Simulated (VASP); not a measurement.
Input of a VASP 6.6.1 run:

File INCAR:

```
SYSTEM = GaO
PREC = Accurate
ENCUT = 520
EDIFF = 1E-8
ISMEAR = 0
SIGMA = 0.01
LREAL = .FALSE.
LASPH = .TRUE.
NELM = 60
ALGO = Normal
ISIF = 2
LWAVE = .FALSE.
LCHARG = .FALSE.
GGA = PS
LEFG = .TRUE.
NBANDS = 48
```

The input KPOINTS:

```
regular mesh
0
G
  12 12 2
  0 0 0
```

POSCAR

```
GaO
1.0
    3.0698229299      0.0000000000      0.0000000000
   -1.5349114650      2.6585446424      0.0000000000
    0.0000000000      0.0000000000     12.8721114504
Ga O
4 4
Direct
    0.3333333333      0.6666666667      0.1538629561
    0.6666666667      0.3333333333      0.6538629561
    0.3333333333      0.6666666667      0.3461370439
    0.6666666667      0.3333333333      0.8461370439
    0.3333333333      0.6666666667      0.5979648337
    0.6666666667      0.3333333333      0.0979648337
    0.3333333333      0.6666666667      0.9020351663
    0.6666666667      0.3333333333      0.4020351663
```

Potentials or basis: VASP PAW PBE potentials, release 64 (Ga_d, O).

Command:

```console
$ cat potpaw_PBE.64/Ga_d/POTCAR potpaw_PBE.64/O/POTCAR > POTCAR
$ mpirun -np 1 vasp_std > vasp.out
```

What does it give for the band gap on the k mesh?

1.10 eV, indirect (least direct gap 1.11 eV).

What does it give for the largest force?

0.016 eV/Å.

Estimate the pressure.

0.2 GPa.

Electric field gradients, principal values (V/Å²):
```
atom   least  middle  greatest (by size)
1 Ga  24.097  24.100             -48.197
2 Ga  24.097  24.100             -48.197
3 Ga  24.097  24.100             -48.197
4 Ga  24.097  24.100             -48.197
 5 O  34.060  34.065             -68.125
 6 O  34.060  34.065             -68.125
 7 O  34.060  34.065             -68.125
 8 O  34.060  34.065             -68.125
```

Caveat: without QUAD_EFG the Cq values of the log hold for a quadrupole moment of 1 mb, not for the nuclei; the PAW data sets were made with another functional, which shifts forces and pressure a little. PBEsol gaps usually lie below the measured ones, often by a third to a half.
